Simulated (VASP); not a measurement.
Input of a VASP 6.6.1 run:

INCAR

```
PREC = Accurate
ENCUT = 520
EDIFF = 1E-7
ISMEAR = -1
SIGMA = 0.05
LREAL = F
LASPH = T
NELM = 100
ALGO = Fast
ISIF = 2
LWAVE = F
LCHARG = F
GGA = PE
NBANDS = 18
```

KPOINTS

```
Automatic mesh
0
Gamma
  6 6 6
```

Contents of POSCAR:

```
BaY
1.0
    4.1688146111      0.0000000000      0.0000000000
    0.0000000000      4.1688146111      0.0000000000
    0.0000000000      0.0000000000      4.3840618586
Ba Y
1 1
Direct
    0.0000000000      0.0000000000      0.0000000000
    0.5000000000      0.5000000000      0.5000000000
```

Potentials or basis: VASP PAW PBE potentials, release 64 (Ba_sv, Y_sv).

Run with:

```console
$ cat potpaw_PBE.64/Ba_sv/POTCAR potpaw_PBE.64/Y_sv/POTCAR > POTCAR
$ mpirun -np 1 vasp_std > vasp.out
```

Task: What does it give for the pressure?

Result: 3.1 GPa.

Stress tensor (GPa, compression positive):
```
3.21 0.00 0.00
0.00 3.21 0.00
0.00 0.00 2.80
```
